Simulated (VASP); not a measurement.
Runs of VASP 6.6.1 on Si. The structure is that of space group I4_1/amd (No. 141), or close to it. The cells are those of the table. 

```tsv
cell	gap on the mesh (eV)	pressure (GPa)
a = 3.797, b = 3.797, c = 3.558 Å, angles 62.1, 62.1, 55.9°, 2 atoms	none	13.8
a = 3.716, b = 3.716, c = 3.558 Å, angles 61.4, 61.4, 57.2°, 2 atoms	none	20.4
a = 3.636, b = 3.636, c = 3.713 Å, angles 59.3, 59.3, 61.4°, 2 atoms	none	20.5
a = 3.791, b = 3.791, c = 3.868 Å, angles 59.3, 59.3, 61.3°, 2 atoms	0.15	(b)
a = 3.716, b = 3.716, c = 3.868 Å, angles 58.6, 58.6, 62.7°, 2 atoms	none	(a)
```

Alike in all rows: task single point; level PBE; potentials or basis VASP PAW PBE potentials, release 64 (Si); no spin polarisation; k mesh 8 × 8 × 8; cutoff (eV) 520; smearing gaussian 0.05 eV.

**Question.** Fill in the values left out.

**Answer.** (a) 8.4; (b) 3.8.

Caveats: the cell stands under pressure; semilocal functionals underestimate gaps, so a narrow gap can read as zero (at least some runs).

A k mesh can miss the band edges.

A gap of «none» marks levels without a gap at the run's occupations.
